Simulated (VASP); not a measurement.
Crystal: ZrBrF.

```
Zr Br F
1.0
     4.17972    0.00000    0.00000
     0.00000    4.17972    0.00000
     0.00000    0.00000    3.92476
Zr Br F
1 1 1
Direct
  0.00000 0.00000 0.00000
  0.00000 0.00000 0.50000
  0.50000 0.50000 0.50000
```

```yaml
Program: VASP 6.6.1
Task: relaxation of cell and atoms
Functional: PBE
Potentials_or_basis: VASP PAW PBE potentials, release 64 (Zr_sv, Br, F)
Cutoff: 600 eV
k_mesh: 4 × 4 × 4
Occupations: gaussian, width 0.1 eV
Spin: no spin polarisation
```

At the start: pressure 60.6 GPa; volume 22.86 Å³/atom.

Q: How do energy, volume and symmetry change on relaxing?

A: Over 15 steps the energy falls by 2576.1 meV/atom and the volume is 24.53 Å³/atom (+7.3 %); space group P4/mmm (No. 123, to 0.05 Å).

Step by step:
```
step  energy change (eV)  largest force (eV/Å)  pressure (GPa)  volume (Å³)
   1              0.0000                0.0000           60.65        68.57
   2             10.7413                0.0000          -31.44       149.62
   3             -5.3323                0.0000          -13.23       103.03
   4             -6.5422                0.0000          -10.65        96.45
   5             -7.0512                0.0000            7.77        79.91
   6             -7.4864                0.0000           -5.32        88.34
   7             -7.5616                0.0000           -2.03        85.37
   8             -7.5630                0.0000           -2.46        85.74
   9             -7.6516                0.0000           -1.86        81.37
  10             -7.7216                0.0000           -0.54        75.77
  11             -7.7275                0.0000            0.42        73.09
  12             -7.7281                0.0000            0.17        73.75
  13             -7.7281                0.0000            0.25        73.52
  14             -7.7274                0.0000           -0.29        73.79
  15             -7.7282                0.0000            0.08        73.60
```

Final structure:
```
Zr Br F
1.0
     3.84755    0.00000    0.00000
     0.00000    3.84755    0.00000
     0.00000    0.00000    4.97178
Zr Br F
1 1 1
Direct
  0.00000 0.00000 0.00000
  0.00000 0.00000 0.50000
  0.50000 0.50000 0.50000
```

Caveat: the k points lie up to 0.41 Å⁻¹ apart in the final cell.
